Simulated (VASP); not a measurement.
# BeS (F-43m) in VASP: notebook

Aim: see how the results for BeS move with the level of theory and the settings. Levels: PBE, r2SCAN. Tasks: single point.

Program: VASP 6.6.1. These are calculated values, not measurements. Logs are shortened: lines on timing, memory, paths and dates and some standing lists are left out, and cuts for length are marked.

## (1) The cell of the first run

It takes space group F-43m (No. 216, cubic). Conventional cell: a = 4.971 Å, b = 4.971 Å, c = 4.971 Å, α = 90.00°, β = 90.00°, γ = 90.00°. Within 2.8 Å of Be (site symmetry -43m) lie 4 S at 2.15 Å. S (site symmetry -43m) has 4 Be at 2.15 Å within 2.8 Å.

## (2) Single point, PBE (15.36 Å³/atom)

INCAR

```
PREC     = Accurate       # precision mode
ENCUT    = 600            # plane-wave cutoff, eV
EDIFF    = 1E-6           # SCF threshold, eV
ISMEAR   = 0              # smearing method
SIGMA    = 0.01           # smearing width, eV
LREAL    = False          # projectors in reciprocal space
LASPH    = True           # aspherical terms in the spheres
NELM     = 120            # most SCF steps
ALGO     = Normal         # electronic algorithm
ISIF     = 2              # what is computed and relaxed
LWAVE    = False          # write WAVECAR
LCHARG   = False          # write CHGCAR
GGA      = PE             # functional
NBANDS   = 11             # bands
GGA_COMPAT= False
```

KPOINTS

```
Automatic mesh
0
Gamma
  8 8 8
```

POSCAR

```
BeS
1.0
    0.0000000000      2.4857333392      2.4857333392
    2.4857333392      0.0000000000      2.4857333392
    2.4857333392      2.4857333392      0.0000000000
Be S
1 1
Direct
    0.0000000000      0.0000000000      0.0000000000
    0.2500000000      0.2500000000      0.2500000000
```

Potentials or basis: VASP PAW PBE potentials, release 64 (Be, S).

Run with:

```sh
$ cat potpaw_PBE.64/Be/POTCAR potpaw_PBE.64/S/POTCAR > POTCAR
$ mpirun -np 1 vasp_std > vasp.out
```

OUTCAR:

```text
PREC = Accurate
   ENCUT = 600
   EDIFF = 1E-6
   ISMEAR = 0
   LREAL = False
   LASPH = True
   NELM = 120
   ISIF = 2
   GGA = PE

 ion  position               nearest neighbor table
   1  0.000  0.000  0.000-   2 2.15   2 2.15   2 2.15   2 2.15
   2  0.250  0.250  0.250-   1 2.15   1 2.15   1 2.15   1 2.15

  LATTYP: Found a face centered cubic cell.
 ALAT       =     4.9714666784

  Lattice vectors:

 A1 = (   0.0000000000,   2.4857333392,   2.4857333392)
 A2 = (   2.4857333392,   0.0000000000,   2.4857333392)
 A3 = (   2.4857333392,   2.4857333392,   0.0000000000)

Analysis of symmetry for initial positions (statically):
=====================================================================
 Subroutine PRICEL returns:
 Original cell was already a primitive cell.

 Routine SETGRP: Setting up the symmetry group for a
 face centered cubic supercell.

 Subroutine GETGRP returns: Found 24 space group operations
 (whereof 24 operations were pure point group operations)
 out of a pool of 48 trial point group operations.

The static configuration has the point symmetry T_d .

Analysis of symmetry for dynamics (positions and initial velocities):
=====================================================================
 Subroutine PRICEL returns:
 Original cell was already a primitive cell.

 Routine SETGRP: Setting up the symmetry group for a
 face centered cubic supercell.

 Subroutine GETGRP returns: Found 24 space group operations
 (whereof 24 operations were pure point group operations)
 out of a pool of 48 trial point group operations.

The dynamic configuration has the point symmetry T_d .

 Subroutine INISYM returns: Found 24 space group operations
 (whereof 24 operations are pure point group operations),
 and found     1 'primitive' translations

----------------------------------------------------------------------------------------

                                     Primitive cell

  volume of cell :      30.7180

  direct lattice vectors                    reciprocal lattice vectors
     0.000000000  2.485733339  2.485733339    -0.201147883  0.201147883  0.201147883
     2.485733339  0.000000000  2.485733339     0.201147883 -0.201147883  0.201147883
     2.485733339  2.485733339  0.000000000     0.201147883  0.201147883 -0.201147883

  length of vectors
     3.515357801  3.515357801  3.515357801     0.348398354  0.348398354  0.348398354

  position of ions in fractional coordinates (direct lattice)
     0.000000000  0.000000000  0.000000000
[... 81 lines left out ...]
   NSW    =      0    number of steps for IOM
   IBRION =     -1    ionic relax: 0-MD 1-quasi-New 2-CG
   NFREE  =      0    steps in history (QN), initial steepest desc. (CG)
   ISIF   =      2    stress and relaxation
   ISYM   =      2    0-nonsym 1-usesym 2-fastsym
   POTIM  = 0.5000    time-step for ionic-motion
   TEBEG  =    0.0;   TEEND  =   0.0 temperature during run
   PSTRESS=    0.0 pullay stress
   NELECT =       8.0000    total number of electrons
   NUPDOWN=      -1.0000    fix difference up-down
   EMIN   =  10.00;   EMAX   =-10.00  energy-range for DOS
   EFERMI =   0.00;   METHOD = LEGACY
   ISMEAR =     0;   SIGMA  =   0.01  broadening in eV -4-tet -1-fermi 0-gaus
   EFERMI_NEDOS =   21; number of points for ismear=-14 and -15
   IALGO  =     38    algorithm
   IMIX   =      4    mixing-type and parameters
     AMIX     =   0.40;   BMIX     =  1.00
     AMIX_MAG =   1.60;   BMIX_MAG =  1.00
  volume/ion in A,a.u.               =      15.36       103.65
  Fermi-wavevector in a.u.,A,eV,Ry     =   1.045459  1.975631 14.870954  1.092984
  Thomas-Fermi vector in A             =   2.180255
   LORBIT       =      0    0 simple, 1 ext, 2 COOP (PROOUT), +10 PAW based schemes
   GGA     = PE    functional components
   LHFCALC =     F    Hartree Fock is set to
   AEXX    =    0.0000 exact exchange contribution
   IVDW    =     0    specifies the selected vdW correction
   LEPSILON=     F    determine dielectric tensor
   LRPA    =     F    only Hartree local field effects (RPA)
 non-spin polarized calculation
 Gauss-broadening in eV      SIGMA  =   0.01
  energy-cutoff  :      600.00
  volume of cell :       30.72
 maximum number of plane-waves:      1036
   NGX = 13   NGY = 13   NGZ = 13

 number of electron       8.0000001 magnetization

 Free energy of the ion-electron system (eV)
  ---------------------------------------------------
  ext. energy  EPLUGINS =         0.00000000
  ---------------------------------------------------
  free energy    TOTEN  =        -9.98667101 eV

  energy without entropy =       -9.98667101  energy(sigma->0) =       -9.98667101

 E-fermi :   3.5254     XC(G=0):  -9.4268

 val. band max:        3.4356439706   @ k =   0.0000   0.0000   0.0000
 cond. band min:       6.6999194140   @ k =   0.5000   0.5000   0.0000
 fundamental gap:      3.2642754434
 Fermi energy:         3.5254191793

 k-point     1 :       0.0000    0.0000    0.0000
  band No.  band energies     occupation
      1      -9.7803      2.00000
      2       3.4356      2.00000
      3       3.4356      2.00000
      4       3.4356      2.00000
      5       8.7100      0.00000
      6       9.1238      0.00000
      7       9.1238      0.00000
      8       9.1238      0.00000
      9      16.1005      0.00000
     10      16.1005      0.00000
     11      17.7352      0.00000
[... 309 lines left out ...]
 k-point    24 :      -0.3750    0.2500    0.1250
  band No.  band energies     occupation
      1      -8.1255      2.00000
      2      -1.3957      2.00000
      3       0.8877      2.00000
      4       1.7819      2.00000
      5       9.5589      0.00000
      6       9.8247      0.00000
      7      12.2319      0.00000
      8      13.5976      0.00000
      9      14.6052      0.00000
     10      18.3059      0.00000
     11      18.8263      0.00000

 [... further k-points ...]
[... 5 lines left out ...]
  --------------------------------------------------------------------------------------
  -------------------------------------------------------------------------------------
  Total       -0.9193383     -0.9193383     -0.9193383     -0.0000000      0.0000000      0.0000000
  in kB      -47.9504115    -47.9504115    -47.9504115     -0.0000000      0.0000000      0.0000000
  external PRESSURE =     -47.9504115 kB  Pullay stress =       0.0000000 kB

 VOLUME and BASIS-vectors are now :
 -----------------------------------------------------------------------------
  energy-cutoff  :      600.00
  volume of cell :       30.72
      direct lattice vectors                 reciprocal lattice vectors
     0.000000000  2.485733339  2.485733339    -0.201147883  0.201147883  0.201147883
     2.485733339  0.000000000  2.485733339     0.201147883 -0.201147883  0.201147883
     2.485733339  2.485733339  0.000000000     0.201147883  0.201147883 -0.201147883

 POSITION                                       TOTAL-FORCE (eV/Angst)
 -----------------------------------------------------------------------------------
      0.00000      0.00000      0.00000         0.000000      0.000000      0.000000
      1.24287      1.24287      1.24287        -0.000000     -0.000000     -0.000000
 -----------------------------------------------------------------------------------
    total drift:                                0.000000      0.000000      0.000000

  FREE ENERGIE OF THE ION-ELECTRON SYSTEM (eV)
  ---------------------------------------------------
  free  energy   TOTEN  =        -9.9866710057 eV

  energy  without entropy=       -9.9866710057  energy(sigma->0) =       -9.98667101
```

OSZICAR:

```text
N       E                     dE             d eps       ncg     rms          rms(c)
DAV:   1     0.218103859154E+02    0.21810E+02   -0.42771E+03   646   0.703E+02
DAV:   2    -0.879002534609E+01   -0.30600E+02   -0.29251E+02   851   0.120E+02
DAV:   3    -0.101201634803E+02   -0.13301E+01   -0.13275E+01   848   0.253E+01
DAV:   4    -0.101279680506E+02   -0.78046E-02   -0.78019E-02   779   0.215E+00
DAV:   5    -0.101280481770E+02   -0.80126E-04   -0.80126E-04   857   0.218E-01    0.510E+00
DAV:   6    -0.100135582475E+02    0.11449E+00   -0.13407E-01   736   0.164E+00    0.350E+00
DAV:   7    -0.998505344969E+01    0.28505E-01   -0.92478E-02   781   0.156E+00    0.110E+00
DAV:   8    -0.998650598929E+01   -0.14525E-02   -0.68739E-03   825   0.410E-01    0.109E-01
DAV:   9    -0.998658755938E+01   -0.81570E-04   -0.49245E-04   803   0.141E-01    0.299E-02
DAV:  10    -0.998666593250E+01   -0.78373E-04   -0.10404E-04   743   0.618E-02    0.158E-02
DAV:  11    -0.998667052833E+01   -0.45958E-05   -0.15322E-05   826   0.205E-02    0.119E-02
DAV:  12    -0.998667100574E+01   -0.47741E-06   -0.65187E-07   610   0.490E-03
   1 F= -.99866710E+01 E0= -.99866710E+01  d E =-.328720E-39
```

stdout:

```text
POSCAR found type information on POSCAR BeS
 POSCAR found :  2 types and       2 ions
 scaLAPACK will be used
 LDA part: xc-table for (Slater+PW92), standard interpolation
 POSCAR, INCAR and KPOINTS ok, starting setup
 FFT: planning ... GRIDC
 FFT: planning ... GRID_SOFT
 FFT: planning ... GRID
 WAVECAR not read
 entering main loop
```

It took 5.5 s on 1 thread of Intel Xeon 6975P-C (Granite Rapids), shared host; peak memory 0.15 GiB.

What came out:

- Free energy: -9.9867 eV
- Pressure: -4.8 GPa
- Band gap on the k mesh: 3.26 eV (least direct gap 5.27 eV)

Levels at points of the mesh, in eV from the valence-band top:
| k point | band 1 | band 2 | band 3 | band 4 | band 5 | band 6 | band 7 | band 8 | band 9 |
| --- | --- | --- | --- | --- | --- | --- | --- | --- | --- |
| (0.00, 0.00, 0.00) | -13.22 | 0.00 | 0.00 | 0.00 | 5.27 | 5.69 | 5.69 | 5.69 | 12.66 |
| (0.50, 0.00, 0.00) | -11.80 | -5.33 | -0.94 | -0.94 | 5.21 | 6.57 | 6.57 | 10.84 | 14.54 |
| (0.50, 0.50, 0.00) | -11.33 | -4.65 | -2.40 | -2.40 | 3.26 | 4.96 | 12.18 | 12.18 | 14.61 |

Caveat: the cell stands under tension. A hybrid or GW would open this gap; PBE tends to underestimate it.

## (3) Single point, r2SCAN (13.56 Å³/atom)

This run uses another cell than the first one, of 13.56 Å³/atom.

POSCAR

```
BeS
1.0
    0.0000000000      2.3846129646      2.3846129646
    2.3846129646      0.0000000000      2.3846129646
    2.3846129646      2.3846129646      0.0000000000
Be S
1 1
Direct
    0.0000000000      0.0000000000      0.0000000000
    0.2500000000      0.2500000000      0.2500000000
```

INCAR.step1

```
SYSTEM = BeS
PREC     = Accurate       ! precision mode
ENCUT    = 660            ! plane-wave cutoff, eV
ISMEAR   = 0              ! smearing method
SIGMA    = 0.01           ! smearing width, eV
LREAL    = .FALSE.        ! projectors in reciprocal space
LASPH    = .TRUE.         ! aspherical terms in the spheres
NELM     = 120            ! most SCF steps
NBANDS   = 11             ! bands
GGA      = PE             ! functional
ALGO     = Normal         ! electronic algorithm
EDIFF    = 1E-5           ! SCF threshold, eV
LWAVE    = .TRUE.         ! write WAVECAR
LCHARG   = .FALSE.        ! write CHGCAR
GGA_COMPAT= .FALSE.
```

INCAR.step2

```
SYSTEM = BeS
PREC     = Accurate       ! precision mode
ENCUT    = 660            ! plane-wave cutoff, eV
EDIFF    = 1E-6           ! SCF threshold, eV
ISMEAR   = 0              ! smearing method
SIGMA    = 0.01           ! smearing width, eV
LREAL    = .FALSE.        ! projectors in reciprocal space
LASPH    = .TRUE.         ! aspherical terms in the spheres
NELM     = 120            ! most SCF steps
ALGO     = Normal         ! electronic algorithm
ISIF     = 2              ! what is computed and relaxed
LWAVE    = .FALSE.        ! write WAVECAR
LCHARG   = .FALSE.        ! write CHGCAR
METAGGA  = R2SCAN         ! meta-GGA
LMIXTAU  = .TRUE.       
NBANDS   = 11             ! bands
ISTART   = 1            
GGA_COMPAT= .FALSE.
```

KPOINTS

```
Automatic mesh
0
G
  8 8 8
  0 0 0
```

Potentials or basis: VASP PAW PBE potentials, release 64 (Be, S).

Run with:

```sh
$ cat potpaw_PBE.64/Be/POTCAR potpaw_PBE.64/S/POTCAR > POTCAR
$ cp INCAR.step1 INCAR
$ mpirun -np 1 vasp_std > vasp.out
$ cp INCAR.step2 INCAR
$ mpirun -np 1 vasp_std > vasp.out
```

Run time: 23 s. Hardware: 1 thread of Intel Xeon 6975P-C (Granite Rapids), shared host; peak memory 0.15 GiB.

The run converged. Its results:

```yaml
Free_energy: -14.7489 eV
Pressure: 7.1 GPa
Band_gap_on_the_k_mesh: 3.45 eV (least direct gap 6.22 eV)
```

Levels at points of the mesh, in eV from the valence-band top:
```
           k point  band 1  band 2  band 3  band 4  band 5  band 6  band 7  band 8
(0.00, 0.00, 0.00)  -14.66    0.00    0.00    0.00    6.22    6.22    6.22    7.15
(0.50, 0.00, 0.00)  -12.84   -6.31   -1.13   -1.13    6.29    7.11    7.11   12.32
(0.50, 0.50, 0.00)  -12.21   -5.47   -2.90   -2.90    3.45    5.33   14.28   14.28
```

Caveat: the cell stands under pressure; the PAW data sets were made with another functional, which shifts forces and pressure a little.

## (4) Single point, r2SCAN (14.86 Å³/atom)

This run uses another cell than the first one, of 14.86 Å³/atom.

POSCAR

```
BeS
1.0
    0.0000000000      2.4584102491      2.4584102491
    2.4584102491      0.0000000000      2.4584102491
    2.4584102491      2.4584102491      0.0000000000
Be S
1 1
Direct
    0.0000000000      0.0000000000      0.0000000000
    0.2500000000      0.2500000000      0.2500000000
```

INCAR.step1

```
SYSTEM = BeS
PREC = Accurate
ENCUT = 660
ISMEAR = 0
SIGMA = 0.01
LREAL = .False.
LASPH = .True.
NELM = 120
NBANDS = 11
GGA = PE
ALGO = Normal
EDIFF = 1E-5
LWAVE = .True.
LCHARG = .False.
GGA_COMPAT = .False.
```

INCAR.step2

```
SYSTEM = BeS
PREC = Accurate
ENCUT = 660
EDIFF = 1E-6
ISMEAR = 0
SIGMA = 0.01
LREAL = .False.
LASPH = .True.
NELM = 120
ALGO = Normal
ISIF = 2
LWAVE = .False.
LCHARG = .False.
METAGGA = R2SCAN
LMIXTAU = .True.
NBANDS = 11
ISTART = 1
GGA_COMPAT = .False.
```

KPOINTS

```
Automatic mesh
0
Gamma
  8 8 8
  0 0 0
```

Run with:

```sh
$ cat potpaw_PBE.64/Be/POTCAR potpaw_PBE.64/S/POTCAR > POTCAR
$ cp INCAR.step1 INCAR
$ mpirun -np 1 vasp_std > vasp.out
$ cp INCAR.step2 INCAR
$ mpirun -np 1 vasp_std > vasp.out
```

Run time: 24 s. Hardware: 1 thread of Intel Xeon 6975P-C (Granite Rapids), shared host; peak memory 0.16 GiB.

Results (log left out):

```
Free energy            : -14.7813 eV
Pressure               : -2.5 GPa
Band gap on the k mesh : 3.66 eV (least direct gap 6.23 eV)
```

Levels at points of the mesh, in eV from the valence-band top:
| k point | band 2 | band 3 | band 4 | band 5 | band 6 | band 7 |
| --- | --- | --- | --- | --- | --- | --- |
| (0.00, 0.00, 0.00) | 0.00 | 0.00 | 0.00 | 6.28 | 6.28 | 6.28 |
| (0.50, 0.00, 0.00) | -5.69 | -1.00 | -1.00 | 5.95 | 7.15 | 7.15 |
| (0.50, 0.50, 0.00) | -4.97 | -2.57 | -2.57 | 3.66 | 5.42 | 13.53 |

Caveat: the PAW data sets were made with another functional, which shifts forces and pressure a little. r2SCAN opens gaps a little over a GGA but as a rule still falls short of measured ones.

## (5) Summary

| level | cell | cutoff (eV) | gap on the mesh (eV) | pressure (GPa) |
| --- | --- | --- | --- | --- |
| PBE | a = 3.515 Å, angles 60.0°, 2 atoms | 600 | 3.26 | -4.8 |
| r2SCAN | a = 3.372 Å, angles 60.0°, 2 atoms | 660 | 3.45 | 7.1 |
| r2SCAN | a = 3.477 Å, angles 60.0°, 2 atoms | 660 | 3.66 | -2.5 |

Alike in all rows: task single point; potentials or basis VASP PAW PBE potentials, release 64 (Be, S); no spin polarisation; k mesh 8 × 8 × 8; smearing gaussian 0.01 eV.

Caveats: the PAW data sets were made with another functional, which shifts forces and pressure a little (at least some runs); the cell stands under tension (at least some runs); the cell stands under pressure (at least some runs).

Total energies depend on the potentials used, so only differences within one code and one set of settings carry meaning.
